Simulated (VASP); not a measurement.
# Pd (Fm-3m) in VASP: settings compared, part 2 of 3

VASP 6.6.1.

## (3) Single point, revPBE, non-collinear spin, typed start

INCAR

```
SYSTEM = Pd
PREC = Accurate
ENCUT = 520
EDIFF = 1E-6
ISMEAR = -1
SIGMA = 0.01
LREAL = .False.
LASPH = .True.
NELM = 150
ALGO = Normal
ISIF = 2
LWAVE = .False.
LCHARG = .False.
LNONCOLLINEAR = .True.
MAGMOM = 0.354 0.354 0
LORBIT = 11
LMAXMIX = 4
GGA = RE
NBANDS = 21
```

KPOINTS

```
regular mesh
0
Gamma
  12 12 12
  0 0 0
```

POSCAR

```
Pd
1.0
    0.0000000000      1.9465000000      1.9465000000
    1.9465000000      0.0000000000      1.9465000000
    1.9465000000      1.9465000000      0.0000000000
Pd
1
Direct
    0.0000000000      0.0000000000      0.0000000000
```

Potentials or basis: VASP PAW PBE potentials, release 64 (Pd).

Started as:

```bash
cat potpaw_PBE.64/Pd/POTCAR > POTCAR
mpirun -np 1 vasp_ncl > vasp.out
```

OUTCAR:

```text
SYSTEM = Pd
   PREC = Accurate
   ENCUT = 520
   EDIFF = 1E-6
   ISMEAR = -1
   LREAL = .False.
   LASPH = .True.
   NELM = 150
   ISIF = 2
   LNONCOLLINEAR = .True.
   LORBIT = 11
   GGA = RE

 ion  position               nearest neighbor table
   1  0.000  0.000  0.000-

  LATTYP: Found a face centered cubic cell.
 ALAT       =     3.8930000000

  Lattice vectors:

 A1 = (   0.0000000000,   1.9465000000,   1.9465000000)
 A2 = (   1.9465000000,   0.0000000000,   1.9465000000)
 A3 = (   1.9465000000,   1.9465000000,   0.0000000000)

Analysis of symmetry for initial positions (statically):
[... 25 lines left out ...]
The dynamic configuration has the point symmetry O_h .

Analysis of structural, dynamic, and magnetic symmetry:
=====================================================================
 Subroutine PRICEL returns:
 Original cell was already a primitive cell.

 Routine SETGRP: Setting up the symmetry group for a
 face centered cubic supercell.

 Subroutine GETGRP returns: Found  4 space group operations
 (whereof  4 operations were pure point group operations)
 out of a pool of 48 trial point group operations.

The overall configuration has the point symmetry C_2h.

 Subroutine INISYM returns: Found  4 space group operations
 (whereof  4 operations are pure point group operations),
 and found     1 'primitive' translations

----------------------------------------------------------------------------------------

                                     Primitive cell

  volume of cell :      14.7500

  direct lattice vectors                    reciprocal lattice vectors
     0.000000000  1.946500000  1.946500000    -0.256871307  0.256871307  0.256871307
     1.946500000  0.000000000  1.946500000     0.256871307 -0.256871307  0.256871307
     1.946500000  1.946500000  0.000000000     0.256871307  0.256871307 -0.256871307

  length of vectors
     2.752766699  2.752766699  2.752766699     0.444914156  0.444914156  0.444914156

  position of ions in fractional coordinates (direct lattice)
     0.000000000  0.000000000  0.000000000

  ion indices of the primitive-cell ions
   primitive index   ion index
                 1           1

----------------------------------------------------------------------------------------

 KPOINTS: regular mesh

Automatic generation of k-mesh.
 Grid dimensions read from file:
 generate k-points for:   12   12   12

 Generating k-lattice:

  Cartesian coordinates                     Fractional coordinates (reciprocal lattice)
    -0.021405942  0.021405942  0.021405942     0.083333333  0.000000000  0.000000000
     0.021405942 -0.021405942  0.021405942     0.000000000  0.083333333  0.000000000
     0.021405942  0.021405942 -0.021405942     0.000000000  0.000000000  0.083333333

  Length of vectors
     0.037076180  0.037076180  0.037076180

  Shift w.r.t. Gamma in fractional coordinates (k-lattice)
     0.000000000  0.000000000  0.000000000

 Subroutine IBZKPT returns following result:
 ===========================================

 Found    476 irreducible k-points:

 Following reciprocal coordinates:
            Coordinates               Weight
  0.000000  0.000000  0.000000      1.000000
  0.083333  0.000000  0.000000      2.000000
  0.000000  0.083333  0.000000      2.000000
  0.000000  0.000000  0.083333      4.000000
  0.166667  0.000000  0.000000      2.000000
  0.000000  0.166667  0.000000      2.000000
[... 16 lines left out ...]
  0.000000  0.166667  0.083333      4.000000
  0.083333  0.000000  0.166667      4.000000
 [... further k-points ...]
   k-points           NKPTS =    476   k-points in BZ     NKDIM =    476   number of bands    NBANDS=     21
   number of dos      NEDOS =    301   number of ions     NIONS =      1
   total plane-waves  NPLWV =   8000
   dimension x,y,z NGX =    20 NGY =   20 NGZ =   20
   dimension x,y,z NGXF=    40 NGYF=   40 NGZF=   40
   ions per type =               1
   NGX,Y,Z   is equivalent  to a cutoff of  12.08, 12.08, 12.08 a.u.
   NGXF,Y,Z  is equivalent  to a cutoff of  24.16, 24.16, 24.16 a.u.
 SYSTEM =  Pd
   PREC   = accura    normal or accurate (medium, high low for compatibility)
   ISTART =      0    job   : 0-new  1-cont  2-samecut
   ICHARG =      2    charge: 1-file 2-atom 10-const
   ISPIN  =      1    spin polarized calculation?
   LNONCOLLINEAR =      T non collinear calculations
   LSORBIT =      F    spin-orbit coupling
   LASPH  =      T    aspherical Exc in radial PAW
   ENCUT  =  520.0 eV  38.22 Ry    6.18 a.u.   5.12  5.12  5.12*2*pi/ulx,y,z
   NELM   =    150;   NELMIN=  2; NELMDL= -5     # of ELM steps
   EDIFF  = 0.1E-05   stopping-criterion for ELM
   LREAL  =      F    real-space projection
   EDIFFG = 0.1E-04   stopping-criterion for IOM
   NSW    =      0    number of steps for IOM
   IBRION =     -1    ionic relax: 0-MD 1-quasi-New 2-CG
   NFREE  =      0    steps in history (QN), initial steepest desc. (CG)
   ISIF   =      2    stress and relaxation
   ISYM   =      2    0-nonsym 1-usesym 2-fastsym
   POTIM  = 0.5000    time-step for ionic-motion
   TEBEG  =    0.0;   TEEND  =   0.0 temperature during run
   PSTRESS=    0.0 pullay stress
   NELECT =      10.0000    total number of electrons
   NUPDOWN=      -1.0000    fix difference up-down
   EMIN   =  10.00;   EMAX   =-10.00  energy-range for DOS
   EFERMI =   0.00;   METHOD = LEGACY
   ISMEAR =    -1;   SIGMA  =   0.01  broadening in eV -4-tet -1-fermi 0-gaus
   EFERMI_NEDOS =   21; number of points for ismear=-14 and -15
   IALGO  =     38    algorithm
   IMIX   =      4    mixing-type and parameters
     AMIX     =   0.40;   BMIX     =  1.00
     AMIX_MAG =   1.60;   BMIX_MAG =  1.00
  volume/ion in A,a.u.               =      14.75        99.54
  Fermi-wavevector in a.u.,A,eV,Ry     =   1.438171  2.717748 28.141404  2.068335
  Thomas-Fermi vector in A             =   2.557167
   LORBIT       =     11    0 simple, 1 ext, 2 COOP (PROOUT), +10 PAW based schemes
   GGA     = RE    functional components
   LHFCALC =     F    Hartree Fock is set to
   AEXX    =    0.0000 exact exchange contribution
   IVDW    =     0    specifies the selected vdW correction
   LEPSILON=     F    determine dielectric tensor
   LRPA    =     F    only Hartree local field effects (RPA)
  energy-cutoff  :      520.00
  volume of cell :       14.75
 maximum number of plane-waves:       830
   NGX = 11   NGY = 11   NGZ = 11

 number of electron      10.0000000 magnetization       0.3540000      0.3540000      0.0000000

 number of electron       9.9999999 magnetization       0.1521038      0.1521038      0.0000000

 number of electron       9.9999999 magnetization       0.1522129      0.1522129     -0.0000000

 Free energy of the ion-electron system (eV)
  ---------------------------------------------------
  ext. energy  EPLUGINS =         0.00000000
  ---------------------------------------------------
  free energy    TOTEN  =        -4.72449549 eV

  energy without entropy =       -4.72381210  energy(sigma->0) =       -4.72415379

 E-fermi :   9.8383     XC(G=0): -13.1113

 val. band max:        9.8373313870   @ k =   0.5000  -0.4167   0.4167
 cond. band min:       9.8468926224   @ k =   0.0000  -0.4167   0.3333
 fundamental gap:      0.0095612354
 Fermi energy:         9.8383329189

 k-point     1 :       0.0000    0.0000    0.0000
  band No.  band energies     occupation
      1       2.7485      1.00000
      2       2.7523      1.00000
      3       6.9278      1.00000
      4       6.9278      1.00000
      5       6.9278      1.00000
      6       7.1047      1.00000
[... 13 lines left out ...]
     20      31.8520      0.00000
     21      35.9633      0.00000

 k-point     2 :       0.0833    0.0000    0.0000
  band No.  band energies     occupation
      1       2.9986      1.00000
      2       3.0025      1.00000
      3       6.8437      1.00000
      4       7.0123      1.00000
      5       7.0123      1.00000
      6       7.0178      1.00000
[... 520 lines left out ...]
 k-point    24 :       0.0833    0.0000    0.1667
  band No.  band energies     occupation
      1       3.6227      1.00000
      2       3.6284      1.00000
      3       6.5550      1.00000
      4       6.7234      1.00000
      5       7.2599      1.00000
      6       7.2677      1.00000
[... 13 lines left out ...]
     20      32.3021      0.00000
     21      36.0021      0.00000

 [... further k-points ...]
[... 5 lines left out ...]
  --------------------------------------------------------------------------------------
  -------------------------------------------------------------------------------------
  Total        0.9276110      0.9276110      0.9276100      0.0000032      0.0000006     -0.0000007
  in kB      100.7588603    100.7588603    100.7587537      0.0003426      0.0000672     -0.0000752
  external PRESSURE =     100.7588248 kB  Pullay stress =       0.0000000 kB

 VOLUME and BASIS-vectors are now :
 -----------------------------------------------------------------------------
  energy-cutoff  :      520.00
  volume of cell :       14.75
      direct lattice vectors                 reciprocal lattice vectors
     0.000000000  1.946500000  1.946500000    -0.256871307  0.256871307  0.256871307
     1.946500000  0.000000000  1.946500000     0.256871307 -0.256871307  0.256871307
     1.946500000  1.946500000  0.000000000     0.256871307  0.256871307 -0.256871307

 POSITION                                       TOTAL-FORCE (eV/Angst)
 -----------------------------------------------------------------------------------
      0.00000      0.00000      0.00000         0.000000     -0.000000      0.000000
 -----------------------------------------------------------------------------------
    total drift:                                0.000000     -0.000000      0.000000

  FREE ENERGIE OF THE ION-ELECTRON SYSTEM (eV)
  ---------------------------------------------------
  free  energy   TOTEN  =        -4.7244954933 eV

  energy  without entropy=       -4.7238120952  energy(sigma->0) =       -4.72415379

 total charge

# of ion       s       p       d       tot
------------------------------------------
    1        0.497   0.476   8.473   9.446

 magnetization (x)

# of ion       s       p       d       tot
------------------------------------------
    1       -0.002  -0.005   0.160   0.153

 magnetization (y)

# of ion       s       p       d       tot
------------------------------------------
    1       -0.002  -0.005   0.160   0.153

 magnetization (z)

# of ion       s       p       d       tot
------------------------------------------
    1        0.000   0.000   0.000   0.000
```

Wall time 5.3 min (1 thread of Intel Xeon Platinum 8488C (Sapphire Rapids), shared host); peak memory 0.32 GiB.

What came out:

```yaml
Free_energy: -4.7245 eV
Pressure: 10.1 GPa
Band_gap_on_the_k_mesh: zero (band 10 reaches 10.24 eV, above the bottom of band 11 at 8.62 eV)
Net_moment: 0.22 μB per cell
Valence_electrons_inside_the_program's_atomic_spheres: Pd 9.45
```

Moments on the atoms (μB; x, y, z):
```
Pd  0.15 0.15 0.00
```

Caveat: the PAW data sets were made with another functional, which shifts forces and pressure a little.

## (4) Single point, HSE06

POSCAR is that of step 3.

INCAR.step1

```
  PREC = Accurate
  ENCUT = 520
  EDIFF = 1E-5
  ISMEAR = -1
  SIGMA = 0.05
  LREAL = F
  LASPH = T
  NELM = 100
  ALGO = Normal
  ISIF = 2
  LWAVE = T
  GGA = PE
  NBANDS = 11
```

INCAR.step2

```
  PREC = Accurate
  ENCUT = 520
  EDIFF = 1E-6
  ISMEAR = -1
  SIGMA = 0.05
  LREAL = F
  LASPH = T
  NELM = 100
  ALGO = Normal
  ISIF = 2
  LWAVE = F
  LCHARG = T
  GGA = PE
  LHFCALC = T
  HFSCREEN = 0.2079
  PRECFOCK = Normal
  LELF = T
  LVHAR = T
  ISTART = 1
  NBANDS = 11
```

KPOINTS

```
Automatic mesh
0
Gamma
  6 6 6
```

Potentials or basis: VASP PAW PBE potentials, release 64 (Pd).

Started as:

```bash
cat potpaw_PBE.64/Pd/POTCAR > POTCAR
cp INCAR.step1 INCAR
mpirun -np 1 vasp_std > vasp.out
cp INCAR.step2 INCAR
mpirun -np 1 vasp_std > vasp.out
```

OUTCAR:

```text
PREC = Accurate
   ENCUT = 520
   EDIFF = 1E-6
   ISMEAR = -1
   LREAL = F
   LASPH = T
   NELM = 100
   ISIF = 2
   GGA = PE
   LHFCALC = T
   HFSCREEN = 0.2079
   PRECFOCK = Normal
   ISTART = 1

 ion  position               nearest neighbor table
   1  0.000  0.000  0.000-

  LATTYP: Found a face centered cubic cell.
 ALAT       =     3.8930000000

  Lattice vectors:
[... 399 lines left out ...]
      6      16.8850      0.00000
      7      21.1457      0.00000
      8      21.5448      0.00000
      9      22.3748      0.00000
     10      34.5648      0.00000
     11      37.3306      0.00000

------------------------ aborting loop because EDIFF is reached ----------------------------------------

  FORCE on cell =-STRESS in cart. coord.  units (eV):
  Direction    XX          YY          ZZ          XY          YZ          ZX
  --------------------------------------------------------------------------------------
  -------------------------------------------------------------------------------------
  Total        0.1281022      0.1281022      0.1281022      0.0000000      0.0000000      0.0000000
  in kB       13.9146994     13.9146994     13.9146994      0.0000000      0.0000000      0.0000000
  external PRESSURE =      13.9146994 kB  Pullay stress =       0.0000000 kB

 VOLUME and BASIS-vectors are now :
 -----------------------------------------------------------------------------
  energy-cutoff  :      520.00
  volume of cell :       14.75
      direct lattice vectors                 reciprocal lattice vectors
     0.000000000  1.946500000  1.946500000    -0.256871307  0.256871307  0.256871307
     1.946500000  0.000000000  1.946500000     0.256871307 -0.256871307  0.256871307
     1.946500000  1.946500000  0.000000000     0.256871307  0.256871307 -0.256871307

 POSITION                                       TOTAL-FORCE (eV/Angst)
 -----------------------------------------------------------------------------------
      0.00000      0.00000      0.00000        -0.000000     -0.000000     -0.000000
 -----------------------------------------------------------------------------------
    total drift:                               -0.000102     -0.000135     -0.000112

  FREE ENERGIE OF THE ION-ELECTRON SYSTEM (eV)
  ---------------------------------------------------
  free  energy   TOTEN  =        -5.9632605889 eV

  energy  without entropy=       -5.9454513088  energy(sigma->0) =       -5.95435595
```

It took 4.6 min on 1 thread of Intel Xeon Platinum 8488C (Sapphire Rapids), shared host; peak memory 0.23 GiB.

Results:

```
Free energy            : -5.9633 eV
Pressure               : 1.4 GPa
Band gap on the k mesh : zero (band 5 reaches 9.46 eV, above the bottom of band 6 at 7.19 eV)
```

Caveat: the k points lie up to 0.47 Å⁻¹ apart; the PAW data sets were made with another functional, which shifts forces and pressure a little.

(Continued in part 3 of 3.)
